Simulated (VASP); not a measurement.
Wanted: the native input for a VASP 6.6.1 run.

```
Task                   : single point
Functional             : PBEsol
Potentials or basis    : VASP PAW PBE potentials, release 64 (Mo_sv, S)
Cutoff                 : 520 eV
k mesh                 : 10 × 10 × 10
Occupations            : fermi-dirac, width 0.05 eV
Spin                   : no spin polarisation
Hubbard terms          : Mo d U = 6.0 eV
Dipole correction      : no
Further INCAR settings : ALGO = Normal; EDIFF = 1e-06; NBANDS = 20
```

The structure of MoS2 lies in POSCAR:

```
MoS2
1.0
    1.5598559224      0.9005832367      6.0785423294
   -1.5598559224      0.9005832367      6.0785423294
    0.0000000000     -1.8011664734      6.0785423294
Mo S
1 2
Direct
    0.0000000000      0.0000000000      0.0000000000
    0.2455607762      0.2455607762      0.2455607762
    0.7544392238      0.7544392238      0.7544392238
```

The input as run:

INCAR

```
PREC = Accurate ; ENCUT = 520
EDIFF = 1E-6 ; ISMEAR = -1
SIGMA = 0.05 ; LREAL = False
LASPH = True ; NELM = 150
ALGO = Normal ; ISIF = 2
LWAVE = False ; LCHARG = True
LMAXMIX = 4 ; LDAU = True
LDAUTYPE = 2 ; LDAUL = 2 -1
LDAUU = 6 0 ; LDAUJ = 0 0
LDAUPRINT = 1 ; GGA = PS
LELF = True ; LVHAR = True
NBANDS = 20
```

KPOINTS

```
regular mesh
0
Gamma
  10 10 10
```

Potentials or basis: VASP PAW PBE potentials, release 64 (Mo_sv, S).

Run with:

```sh
$ cat potpaw_PBE.64/Mo_sv/POTCAR potpaw_PBE.64/S/POTCAR > POTCAR
$ mpirun -np 1 vasp_std > vasp.out
```

It gave:

```json
{
  "Pressure": "4.1 GPa",
  "Largest force": "0.280 eV/Å",
  "Band gap on the k mesh": "zero (bands 13 and 14 overlap by 0.44 eV)"
}
```

Caveat: the cell stands under pressure; the PAW data sets were made with another functional, which shifts forces and pressure a little; U without spin polarisation on a metal has little footing.

Run time: 11 min on 1 thread of Intel Xeon 8259CL (shared host), peak memory 0.39 GiB.
